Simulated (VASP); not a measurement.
Crystal: Be3Zn2Se5.

```
Be Zn Se
1.0
     0.08016   -3.84936    0.00450
     3.88162   -0.08016    0.06740
    -1.73906    1.94862   13.78808
Be Zn Se
3 2 5
Direct
  0.49137 0.50225 0.99455
  0.70589 0.69132 0.40908
  0.28501 0.31383 0.59388
  0.89522 0.89501 0.79588
  0.08170 0.10052 0.20360
  0.45720 0.94078 0.91041
  0.04405 0.54395 0.08969
  0.68138 0.16737 0.31353
  0.25576 0.75180 0.50725
  0.85242 0.34317 0.68214
```

```yaml
Program: VASP 6.6.1
Task: relaxation of cell and atoms
Functional: PBE
Potentials_or_basis: VASP PAW PBE potentials, release 64 (Be, Zn, Se)
Cutoff: 600 eV
k_mesh: 4 × 4 × 4
Occupations: gaussian, width 0.1 eV
Spin: no spin polarisation
```

At the start: pressure -2.0 GPa; volume 20.64 Å³/atom.

Where does the relaxation end?

Over 12 steps the energy falls by 40.0 meV/atom and the volume is 19.79 Å³/atom (-4.1 %); space group P1 (No. 1, to 0.1 Å) before, I-4m2 (No. 119, to 0.1 Å).

Step by step:
```tsv
step	energy change (eV)	largest force (eV/Å)	pressure (GPa)	volume (Å³)
1	0.0000	1.5117	-2.02	206.40
2	-0.3351	0.4780	-0.22	198.66
3	-0.3510	0.3627	0.49	196.61
4	-0.3831	0.1649	0.03	197.79
5	-0.3896	0.1365	-0.27	198.62
6	-0.3949	0.0803	0.05	197.72
7	-0.3956	0.0791	0.20	197.28
8	-0.3978	0.0583	0.00	197.89
9	-0.3980	0.0627	-0.13	198.23
10	-0.3992	0.0438	-0.03	197.94
11	-0.3995	0.0463	0.04	197.75
12	-0.4000	0.0133	-0.02	197.93
```

Final structure:
```cif
data_structure
_symmetry_space_group_name_H-M 'P 1'
_symmetry_Int_Tables_number 1
_cell_length_a 3.8182
_cell_length_b 3.8169
_cell_length_c 13.8459
_cell_angle_alpha 97.902
_cell_angle_beta 97.906
_cell_angle_gamma 90.065
_cell_volume 197.93
loop_
_atom_site_label
_atom_site_type_symbol
_atom_site_fract_x
_atom_site_fract_y
_atom_site_fract_z
_atom_site_occupancy
Be1 Be 0.49884 0.49834 0.99993 1
Be2 Be 0.70498 0.70460 0.40784 1
Be3 Be 0.29677 0.29795 0.59230 1
Zn1 Zn 0.89735 0.89826 0.79590 1
Zn2 Zn 0.10214 0.10100 0.20404 1
Se1 Se 0.45385 0.95305 0.90921 1
Se2 Se 0.04432 0.54416 0.09065 1
Se3 Se 0.65909 0.15945 0.31739 1
Se4 Se 0.25082 0.75134 0.50003 1
Se5 Se 0.84184 0.34186 0.68271 1
```
